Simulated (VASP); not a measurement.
# Rh (Cmcm) in VASP: notebook

Runs on Rh. Level: PBEsol. Tasks: single point.

Everything below comes from runs of VASP 6.6.1. Logs are shortened: lines on timing, memory, paths and dates and some standing lists are left out, and cuts for length are marked.

## Step 1: The cell of the first run

It takes space group Cmcm (No. 63, orthorhombic). The conventional cell has a = 2.872 Å, b = 3.955 Å, c = 9.367 Å, α = 90.00°, β = 90.00°, γ = 90.00°. Within 3.2 Å of Rh (site symmetry 2/m) lie 12 Rh at 2.44 to 2.87 Å. Within 3.2 Å of Rh (site symmetry m2m) lie 12 Rh at 2.44 to 2.87 Å.

## Step 2: Single point, PBEsol

The input, INCAR:

```
SYSTEM = Rh
PREC = Accurate
ENCUT = 520
EDIFF = 1E-6
ISMEAR = 0
SIGMA = 0.15
LREAL = .FALSE.
LASPH = .TRUE.
NELM = 60
ALGO = Fast
ISIF = 2
LWAVE = .FALSE.
LCHARG = .FALSE.
GGA = PS
NBANDS = 38
```

The input, KPOINTS:

```
regular mesh
0
G
  18 18 6
  0 0 0
```

The input, POSCAR:

```
Rh
1.0
    2.8718175755      0.0000000000      0.0000000000
   -1.4359087878      1.9773033992      0.0000000000
    0.0000000000      0.0000000000      9.3672375197
Rh
4
Direct
    0.0000000000      0.0000000000      0.0000000000
    0.3333333333      0.6666666667      0.2500000000
    0.0000000000      0.0000000000      0.5000000000
    0.6666666667      0.3333333333      0.7500000000
```

Potentials or basis: VASP PAW PBE potentials, release 64 (Rh_pv).

Started as:

```
$ cat potpaw_PBE.64/Rh_pv/POTCAR > POTCAR
$ mpirun -np 1 vasp_std > vasp.out
```

OUTCAR:

```text
SYSTEM = Rh
   PREC = Accurate
   ENCUT = 520
   EDIFF = 1E-6
   ISMEAR = 0
   LREAL = .FALSE.
   LASPH = .TRUE.
   NELM = 60
   ISIF = 2
   GGA = PS

 ion  position               nearest neighbor table
   1  0.000  0.000  0.000-   2 2.69   4 2.69   4 2.82   2 2.82   4 2.82   2 2.82
   2  0.333  0.667  0.250-   1 2.69   3 2.69   1 2.82   3 2.82   1 2.82   3 2.82
   3  0.000  0.000  0.500-   2 2.69   4 2.69   4 2.82   2 2.82   4 2.82   2 2.82
   4  0.667  0.333  0.750-   1 2.69   3 2.69   1 2.82   3 2.82   1 2.82   3 2.82

  Warning from LATTYP: Monoclinic adjustment (A1->A3, A2->A1, A3->A2)!
  LATTYP: Found a base centered orthorhombic cell.
 ALAT       =     2.8718175755
 B/A-ratio  =     1.3770396950
 C/A-ratio  =     3.2617801352

  Lattice vectors:

 A1 = (   1.4359087878,  -1.9773033992,   0.0000000000)
 A2 = (   1.4359087877,   1.9773033992,   0.0000000000)
 A3 = (   0.0000000000,   0.0000000000,   9.3672375197)

Analysis of symmetry for initial positions (statically):
=====================================================================
 Subroutine PRICEL returns:
 Original cell was already a primitive cell.

 Routine SETGRP: Setting up the symmetry group for a
 base centered orthorhombic supercell.

 Subroutine GETGRP returns: Found  8 space group operations
 (whereof  4 operations were pure point group operations)
 out of a pool of  8 trial point group operations.

The static configuration has the point symmetry C_2h.
 The point group associated with its full space group is D_2h.

Analysis of symmetry for dynamics (positions and initial velocities):
=====================================================================
 Subroutine PRICEL returns:
 Original cell was already a primitive cell.

 Routine SETGRP: Setting up the symmetry group for a
 base centered orthorhombic supercell.

 Subroutine GETGRP returns: Found  8 space group operations
 (whereof  4 operations were pure point group operations)
 out of a pool of  8 trial point group operations.

The dynamic configuration has the point symmetry C_2h.
 The point group associated with its full space group is D_2h.

 Subroutine INISYM returns: Found  8 space group operations
 (whereof  4 operations are pure point group operations),
 and found     1 'primitive' translations

[... 92 lines left out ...]
   ISPIN  =      1    spin polarized calculation?
   LNONCOLLINEAR =      F non collinear calculations
   LSORBIT =      F    spin-orbit coupling
   LASPH  =      T    aspherical Exc in radial PAW
   ENCUT  =  520.0 eV  38.22 Ry    6.18 a.u.   5.34  4.54 17.42*2*pi/ulx,y,z
   NELM   =     60;   NELMIN=  2; NELMDL= -5     # of ELM steps
   EDIFF  = 0.1E-05   stopping-criterion for ELM
   LREAL  =      F    real-space projection
   EDIFFG = 0.1E-04   stopping-criterion for IOM
   NSW    =      0    number of steps for IOM
   IBRION =     -1    ionic relax: 0-MD 1-quasi-New 2-CG
   NFREE  =      0    steps in history (QN), initial steepest desc. (CG)
   ISIF   =      2    stress and relaxation
   ISYM   =      2    0-nonsym 1-usesym 2-fastsym
   POTIM  = 0.5000    time-step for ionic-motion
   TEBEG  =    0.0;   TEEND  =   0.0 temperature during run
   PSTRESS=    0.0 pullay stress
   NELECT =      60.0000    total number of electrons
   NUPDOWN=      -1.0000    fix difference up-down
   EMIN   =  10.00;   EMAX   =-10.00  energy-range for DOS
   EFERMI =   0.00;   METHOD = LEGACY
   ISMEAR =     0;   SIGMA  =   0.15  broadening in eV -4-tet -1-fermi 0-gaus
   EFERMI_NEDOS =   21; number of points for ismear=-14 and -15
   IALGO  =     68    algorithm
   IMIX   =      4    mixing-type and parameters
     AMIX     =   0.40;   BMIX     =  1.00
     AMIX_MAG =   1.60;   BMIX_MAG =  1.00
  volume/ion in A,a.u.               =      13.30        89.74
  Fermi-wavevector in a.u.,A,eV,Ry     =   1.704164  3.220403 39.513692  2.904174
  Thomas-Fermi vector in A             =   2.783618
   LORBIT       =      0    0 simple, 1 ext, 2 COOP (PROOUT), +10 PAW based schemes
   GGA     = PS    functional components
   LHFCALC =     F    Hartree Fock is set to
   AEXX    =    0.0000 exact exchange contribution
   IVDW    =     0    specifies the selected vdW correction
   LEPSILON=     F    determine dielectric tensor
   LRPA    =     F    only Hartree local field effects (RPA)
 non-spin polarized calculation
 RMM-DIIS sequential band-by-band and
 Gauss-broadening in eV      SIGMA  =   0.15
  energy-cutoff  :      520.00
  volume of cell :       53.19
 maximum number of plane-waves:      1466
 NGX is ok and might be reduce to    24
   NGX = 11   NGY =  9   NGZ = 35

 number of electron      59.9999993 magnetization

 Free energy of the ion-electron system (eV)
  ---------------------------------------------------
  ext. energy  EPLUGINS =         0.00000000
  ---------------------------------------------------
  free energy    TOTEN  =       -30.33926825 eV

  energy without entropy =      -30.26394299  energy(sigma->0) =      -30.30160562

 E-fermi :  12.3343     XC(G=0): -14.3888

 val. band max:       12.3339557136   @ k =   0.1667   0.0000   0.0000
 cond. band min:      12.3349103950   @ k =  -0.3889   0.0556   0.3333
 fundamental gap:      0.0009546814
 Fermi energy:        12.3343097220

 k-point     1 :       0.0000    0.0000    0.0000
  band No.  band energies     occupation
      1     -34.6017      2.00000
      2     -34.3123      2.00000
      3     -34.2909      2.00000
      4     -33.9879      2.00000
      5     -33.9121      2.00000
      6     -33.8926      2.00000
[... 973 lines left out ...]
     37      19.5175      0.00000
     38      25.8072      0.00000

 [... further k-points ...]
[... 5 lines left out ...]
  --------------------------------------------------------------------------------------
  -------------------------------------------------------------------------------------
  Total        3.4408218     24.1681756     -5.8184590     -0.0000000     -0.0000000      0.0000000
  in kB      103.6408756    727.9687813   -175.2576037     -0.0000000     -0.0000000      0.0000000
  external PRESSURE =     218.7840178 kB  Pullay stress =       0.0000000 kB

 VOLUME and BASIS-vectors are now :
 -----------------------------------------------------------------------------
  energy-cutoff  :      520.00
  volume of cell :       53.19
      direct lattice vectors                 reciprocal lattice vectors
     2.871817576  0.000000000  0.000000000     0.348211533  0.252869641  0.000000000
    -1.435908788  1.977303399  0.000000000     0.000000000  0.505739281  0.000000000
     0.000000000  0.000000000  9.367237520     0.000000000  0.000000000  0.106755060

 POSITION                                       TOTAL-FORCE (eV/Angst)
 -----------------------------------------------------------------------------------
      0.00000      0.00000      0.00000         0.000000      0.000000      0.000000
     -0.00000      1.31820      2.34181        -0.000000      0.348423     -0.000000
      0.00000      0.00000      4.68362         0.000000      0.000000      0.000000
      1.43591      0.65910      7.02543         0.000000     -0.348423      0.000000
 -----------------------------------------------------------------------------------
    total drift:                               -0.000000      0.000000      0.000000

  FREE ENERGIE OF THE ION-ELECTRON SYSTEM (eV)
  ---------------------------------------------------
  free  energy   TOTEN  =       -30.3392682511 eV

  energy  without entropy=      -30.2639429931  energy(sigma->0) =      -30.30160562
```

Wall time 29 min (1 thread of AMD EPYC 7R13, shared host); peak memory 0.54 GiB.

What came out:

* Free energy: -30.3393 eV
* Pressure: 21.9 GPa
* Largest force: 0.348 eV/Å
* Band gap on the k mesh: zero (band 30 reaches 14.60 eV, above the bottom of band 31 at 11.00 eV)

Forces in eV/Å, atoms in the order of the input:
```
Rh   0.000  0.000  0.000
Rh   0.000  0.348  0.000
Rh   0.000  0.000  0.000
Rh   0.000 -0.348  0.000
```

Levels at points of the mesh, in eV from the Fermi level:
| k point | band 26 | band 27 | band 28 | band 29 | band 30 | band 31 | band 32 | band 33 | band 34 | band 35 |
| --- | --- | --- | --- | --- | --- | --- | --- | --- | --- | --- |
| (0.00, 0.00, 0.00) | -0.88 | -0.61 | -0.59 | -0.54 | -0.40 | -0.36 | -0.29 | -0.06 | 0.27 | 0.32 |
| (0.50, 0.00, 0.00) | -0.14 | 0.09 | 0.27 | 0.29 | 0.79 | 1.01 | 1.02 | 1.39 | 1.82 | 4.35 |
| (0.00, 0.50, 0.00) | -0.20 | 0.41 | 0.71 | 2.21 | 2.27 | 2.27 | 2.34 | 3.54 | 4.52 | 6.49 |
| (0.00, 0.00, 0.50) | -0.91 | -0.91 | -0.91 | -0.74 | -0.74 | -0.10 | -0.10 | 0.04 | 0.04 | 0.56 |
| (0.50, 0.00, 0.50) | -1.01 | 0.27 | 0.27 | 0.32 | 0.32 | 0.51 | 0.51 | 2.97 | 2.97 | 4.08 |
| (0.00, 0.50, 0.50) | -0.63 | -0.54 | -0.54 | 2.22 | 2.22 | 2.32 | 2.32 | 4.70 | 4.70 | 6.41 |

Caveat: the cell differs from its parent crystal (strain +e along x and -e along y +0.1100, strain +e along z and -e/2 along x and y +0.0733); the PAW data sets were made with another functional, which shifts forces and pressure a little.

## Step 3: Single point, PBEsol

The input, INCAR:

```
PREC = Accurate ; ENCUT = 520
EDIFF = 1E-6 ; ISMEAR = 0
SIGMA = 0.15 ; LREAL = False
LASPH = True ; NELM = 60
ALGO = Fast ; ISIF = 2
LWAVE = False ; LCHARG = False
GGA = PS ; NBANDS = 38
```

The input, KPOINTS:

```
Automatic mesh
0
Gamma
  18 18 6
```

The input, POSCAR:

```
Rh
1.0
    2.7245277283      0.0000000000      0.0000000000
   -1.3622638641      2.0198223156      0.0000000000
    0.0000000000      0.0000000000      9.6875371721
Rh
4
Direct
    0.0000000000      0.0000000000      0.0000000000
    0.3333333333      0.6666666667      0.2500000000
    0.0000000000      0.0000000000      0.5000000000
    0.6666666667      0.3333333333      0.7500000000
```

Potentials or basis: VASP PAW PBE potentials, release 64 (Rh_pv).

Started as:

```
$ cat potpaw_PBE.64/Rh_pv/POTCAR > POTCAR
$ mpirun -np 1 vasp_std > vasp.out
```

OUTCAR:

```text
PREC = Accurate
   ENCUT = 520
   EDIFF = 1E-6
   ISMEAR = 0
   LREAL = False
   LASPH = True
   NELM = 60
   ISIF = 2
   GGA = PS

 ion  position               nearest neighbor table
   1  0.000  0.000  0.000-   2 2.77   4 2.77   4 2.86   2 2.86   4 2.86   2 2.86
   2  0.333  0.667  0.250-   1 2.77   3 2.77   1 2.86   3 2.86   1 2.86   3 2.86
   3  0.000  0.000  0.500-   2 2.77   4 2.77   4 2.86   2 2.86   4 2.86   2 2.86
   4  0.667  0.333  0.750-   1 2.77   3 2.77   1 2.86   3 2.86   1 2.86   3 2.86

  Warning from LATTYP: Monoclinic adjustment (A1->A3, A2->A1, A3->A2)!
[... 1189 lines left out ...]
  --------------------------------------------------------------------------------------
  -------------------------------------------------------------------------------------
  Total        4.8425541     24.9701030     -8.1148721      0.0000000      0.0000000      0.0000000
  in kB      145.5349451    750.4350958   -243.8790415      0.0000000      0.0000000      0.0000000
  external PRESSURE =     217.3636664 kB  Pullay stress =       0.0000000 kB

 VOLUME and BASIS-vectors are now :
 -----------------------------------------------------------------------------
  energy-cutoff  :      520.00
  volume of cell :       53.31
      direct lattice vectors                 reciprocal lattice vectors
     2.724527728  0.000000000  0.000000000     0.367036088  0.247546527  0.000000000
    -1.362263864  2.019822316  0.000000000     0.000000000  0.495093055  0.000000000
     0.000000000  0.000000000  9.687537172     0.000000000  0.000000000  0.103225410

 POSITION                                       TOTAL-FORCE (eV/Angst)
 -----------------------------------------------------------------------------------
      0.00000      0.00000      0.00000         0.000000      0.000000     -0.000000
     -0.00000      1.34655      2.42188         0.000000      0.135664     -0.000000
      0.00000      0.00000      4.84377         0.000000      0.000000     -0.000000
      1.36226      0.67327      7.26565        -0.000000     -0.135664      0.000000
 -----------------------------------------------------------------------------------
    total drift:                                0.000000     -0.000000      0.000000

  FREE ENERGIE OF THE ION-ELECTRON SYSTEM (eV)
  ---------------------------------------------------
  free  energy   TOTEN  =       -30.4381528609 eV

  energy  without entropy=      -30.3707535673  energy(sigma->0) =      -30.40445321
```

OSZICAR:

```text
N       E                     dE             d eps       ncg     rms          rms(c)
DAV:   1     0.777440656500E+03    0.77744E+03   -0.36694E+04 28184   0.184E+03
DAV:   2    -0.677082430287E+01   -0.78421E+03   -0.76206E+03 29070   0.577E+02
DAV:   3    -0.322609785762E+02   -0.25490E+02   -0.24772E+02 30060   0.114E+02
DAV:   4    -0.325053505766E+02   -0.24437E+00   -0.24421E+00 30466   0.113E+01
DAV:   5    -0.325095545389E+02   -0.42040E-02   -0.42039E-02 30588   0.149E+00    0.261E+01
RMM:   6    -0.305320576220E+02    0.19775E+01   -0.54501E+00 27738   0.156E+01    0.100E+01
RMM:   7    -0.304544337393E+02    0.77624E-01   -0.53224E-01 28268   0.393E+00    0.335E+00
RMM:   8    -0.304923459418E+02   -0.37912E-01   -0.14796E-01 28412   0.277E+00    0.247E+00
RMM:   9    -0.304412025903E+02    0.51143E-01   -0.20625E-02 28630   0.922E-01    0.751E-01
RMM:  10    -0.304380631797E+02    0.31394E-02   -0.10076E-02 29591   0.742E-01    0.738E-02
RMM:  11    -0.304381441783E+02   -0.80999E-04   -0.71499E-04 30240   0.205E-01    0.229E-02
RMM:  12    -0.304381522424E+02   -0.80640E-05   -0.11393E-04 33479   0.793E-02    0.950E-03
RMM:  13    -0.304381529416E+02   -0.69923E-06   -0.24287E-05 35699   0.340E-02    0.396E-03
RMM:  14    -0.304381528609E+02    0.80705E-07   -0.33267E-06 21024   0.155E-02
   1 F= -.30438153E+02 E0= -.30404453E+02  d E =-.673993E-01
```

Wall time 24 min (1 thread of AMD EPYC 7R13, shared host); peak memory 0.53 GiB.

What came out:

* Free energy: -30.4382 eV
* Pressure: 21.7 GPa
* Largest force: 0.136 eV/Å
* Band gap on the k mesh: zero (band 30 reaches 14.45 eV, above the bottom of band 31 at 10.97 eV)

Forces on the atoms (eV/Å):
```
Rh   0.000  0.000  0.000
Rh   0.000  0.136  0.000
Rh   0.000  0.000  0.000
Rh   0.000 -0.136  0.000
```

Stress tensor (GPa, compression positive):
```
 14.55   0.00   0.00
  0.00  75.04   0.00
  0.00   0.00 -24.39
```

Caveat: the cell differs from its parent crystal (strain +e along x and -e along y +0.0733, strain +e along z and -e/2 along x and y +0.1100); the PAW data sets were made with another functional, which shifts forces and pressure a little.

## Step 4: Single point, PBEsol

The input, INCAR:

```
  PREC = Accurate
  ENCUT = 520
  EDIFF = 1E-7
  ISMEAR = 0
  SIGMA = 0.15
  LREAL = False
  LASPH = True
  NELM = 60
  ALGO = Fast
  ISIF = 2
  LWAVE = False
  LCHARG = True
  GGA = PS
  LELF = True
  LVHAR = True
  NBANDS = 38
```

KPOINTS is that of step 3.

The input, POSCAR:

```
Rh
1.0
    2.3813865311      0.0000000000      0.0000000000
   -1.1906932655      2.4020291425      0.0000000000
    0.0000000000      0.0000000000      9.3672375197
Rh
4
Direct
    0.0000000000      0.0000000000      0.0000000000
    0.3333333333      0.6666666667      0.2500000000
    0.0000000000      0.0000000000      0.5000000000
    0.6666666667      0.3333333333      0.7500000000
```

Started as:

```
$ cat potpaw_PBE.64/Rh_pv/POTCAR > POTCAR
$ mpirun -np 1 vasp_std > vasp.out
```

Run time: 30 min. Hardware: 1 thread of AMD EPYC 7R13, shared host; peak memory 0.53 GiB.

It converged, with:

```yaml
Free_energy: -31.0123 eV
Pressure: 15.1 GPa
Largest_force: 0.218 eV/Å
Band_gap_on_the_k_mesh: zero (band 30 reaches 13.37 eV, above the bottom of band 31 at 11.03 eV)
```

Forces on the atoms (eV/Å):
```
Rh   0.000  0.000  0.000
Rh   0.000 -0.218  0.000
Rh   0.000  0.000  0.000
Rh   0.000  0.218  0.000
```

Stress tensor (GPa, compression positive):
```
 69.35   0.00   0.00
  0.00  -5.91   0.00
  0.00   0.00 -18.10
```

Levels at points of the mesh, in eV from the Fermi level:
| k point | band 28 | band 29 | band 30 | band 31 | band 32 | band 33 |
| --- | --- | --- | --- | --- | --- | --- |
| (0.00, 0.00, 0.00) | -1.34 | -0.77 | -0.53 | -0.40 | -0.37 | 0.06 |
| (0.50, 0.00, 0.00) | 0.43 | 1.08 | 1.11 | 1.45 | 1.67 | 2.24 |
| (0.00, 0.50, 0.00) | 0.79 | 0.88 | 1.04 | 1.09 | 1.14 | 1.18 |
| (0.00, 0.00, 0.50) | -1.48 | -1.12 | -1.12 | -0.22 | -0.22 | -0.12 |
| (0.50, 0.00, 0.50) | -0.35 | 1.12 | 1.12 | 1.23 | 1.23 | 3.72 |
| (0.00, 0.50, 0.50) | 0.49 | 1.05 | 1.05 | 1.17 | 1.17 | 2.39 |

Caveat: the cell differs from its parent crystal (strain +e along x and -e along y -0.0733, strain +e along z and -e/2 along x and y +0.0733); the PAW data sets were made with another functional, which shifts forces and pressure a little.

(Continued in part 2 of 2.)
